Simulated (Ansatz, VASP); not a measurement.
## One calculation of Y, two programs

Contents of INCAR:

```
PREC = Accurate ; ENCUT = 520
EDIFF = 1E-6 ; ISMEAR = -1
SIGMA = 0.1 ; LREAL = False
LASPH = True ; NELM = 100
ALGO = Normal ; ISIF = 2
LWAVE = False ; LCHARG = False
GGA = PE ; NBANDS = 18
```

Contents of KPOINTS:

```
Automatic mesh
0
Gamma
  9 9 5
```

Contents of POSCAR:

```
Y
1.0
    3.6474000000      0.0000000000      0.0000000000
   -1.8237000000      3.1587410000      0.0000000000
    0.0000000000      0.0000000000      5.7306000000
Y
2
Direct
    0.3333333333      0.6666666667      0.2500000000
    0.6666666667      0.3333333333      0.7500000000
```

Input for Ansatz:

```yaml
crystal:
  lattice:
    - [3.6474, 0.0, 0.0]
    - [-1.8237, 3.158741, 0.0]
    - [0.0, 0.0, 5.7306]
  atoms:
    - { symbol: "Y", position: [0.3333333333333333, 0.6666666666666666, 0.25] }
    - { symbol: "Y", position: [0.6666666666666666, 0.3333333333333333, 0.75] }
basis:
  ecutwfc: 421.77648681281397
kpoints:
  mp_grid:
    grid: [9, 9, 5]
hamiltonian:
  xc: pbe
scf:
  convergence:
    dr2_threshold: 1.0e-10
  occupations:
    method: fermi_dirac
output:
  stress: true
```

Alike in both runs: task single point; functional PBE; k mesh 9 × 9 × 5; no spin polarisation.

|  | VASP | Ansatz |
| --- | --- | --- |
| version | VASP 6.6.1 | Ansatz 0.2.0 |
| potentials or method | VASP PAW PBE potentials, release 64 (Y_sv), cutoff 520 eV | plane waves, PAW |
| occupations | fermi-dirac, width 0.1 eV | fermi-dirac |
| valence electrons in the cell | 22 | 22 |

```tsv
	VASP	Ansatz	Ansatz less VASP
pressure (GPa)	-0.2	-0.1	+0.11
traceless stress, the component that is largest in VASP (GPa)	-0.20	-0.20	-0.003
```
